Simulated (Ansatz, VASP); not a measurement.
# One calculation of AlN, two programs

The input INCAR:

```
SYSTEM = AlN
PREC = Accurate ; ENCUT = 520
EDIFF = 1E-7 ; ISMEAR = -1
SIGMA = 0.02 ; LREAL = .FALSE.
LASPH = .TRUE. ; NELM = 60
ALGO = Normal ; ISIF = 2
LWAVE = .FALSE. ; LCHARG = .TRUE.
LDIPOL = .TRUE. ; IDIPOL = 3
DIPOL = 0.5 0.5 0.500 ; GGA = CA
LELF = .TRUE. ; LVHAR = .TRUE.
LVACPOTAV = .TRUE. ; NBANDS = 26
```

The input KPOINTS:

```
Automatic mesh
0
G
  10 6 1
  0 0 0
```

Contents of POSCAR:

```
AlN
1.0
    3.0886844108      0.0000000000      0.0000000000
    0.0000000000      4.9432878602      0.0000000000
    0.0000000000      0.0000000000     19.5665000000
Al N
4 4
Direct
    0.0000000000      0.0805355673      0.4245577464
    0.5000000000      0.5555168516      0.4467946938
    0.5000000000      0.0555166400      0.5532053273
    0.0000000000      0.5805351924      0.5754422576
    0.0000000000      0.4325109844      0.4116336714
    0.5000000000      0.9314371914      0.4541316437
    0.5000000000      0.4314368852      0.5458683222
    0.0000000000      0.9325106876      0.5883663377
```

Input for Ansatz:

```yaml
crystal:
  lattice:
    - [3.0886844108, 0.0, 0.0]
    - [0.0, 4.9432878602, 0.0]
    - [0.0, 0.0, 19.5665]
  atoms:
    - { symbol: Al, position: [0.0, 0.0805355673, 0.4245577464] }
    - { symbol: "N", position: [0.0, 0.4325109844, 0.4116336714] }
    - { symbol: Al, position: [0.5, 0.5555168516, 0.4467946938] }
    - { symbol: "N", position: [0.5, 0.9314371914, 0.4541316437] }
    - { symbol: Al, position: [0.5, 0.05551664, 0.5532053273] }
    - { symbol: "N", position: [0.5, 0.4314368852, 0.5458683222] }
    - { symbol: Al, position: [0.0, 0.5805351924, 0.5754422576] }
    - { symbol: "N", position: [0.0, 0.9325106876, 0.5883663377] }
kpoints:
  mp_grid: { grid: [10, 6, 1] }
scf:
  occupations: { method: fermi_dirac, width: 0.02 }
hamiltonian:
  xc: lda
  pseudopotentials: { kind: all_electron, lapw: { basis_error: 0.001 } }
output:
  forces: true
  stress: true
  eigenvalues: true
efield:
  axis: 3
  amplitude: 0
  dipole_correction: true
```

Alike in both runs: task single point; functional LDA; k mesh 10 × 6 × 1; occupations fermi-dirac, width 0.02 eV; no spin polarisation.

|  | VASP | Ansatz |
| --- | --- | --- |
| version | VASP 6.6.1 | Ansatz 0.2.0 |
| potentials or method | VASP PAW LDA potentials, release 64 (Al, N), cutoff 520 eV | all-electron LAPW, scalar-relativistic |

Ansatz gave:

| Item | Value |
| --- | --- |
| gap on the k mesh at the Fermi level (eV) | 2.62 |
| rms of the force components (eV/Å) | 0.011 |

Q: Which values does VASP return?

A: gap on the k mesh at the Fermi level (eV): 2.60; rms of the force components (eV/Å): 0.029.

LDA's correlation is that of Perdew and Zunger in VASP and of Perdew and Wang (1992) in Ansatz. Ansatz ran all-electron here, and VASP with PAW potentials.
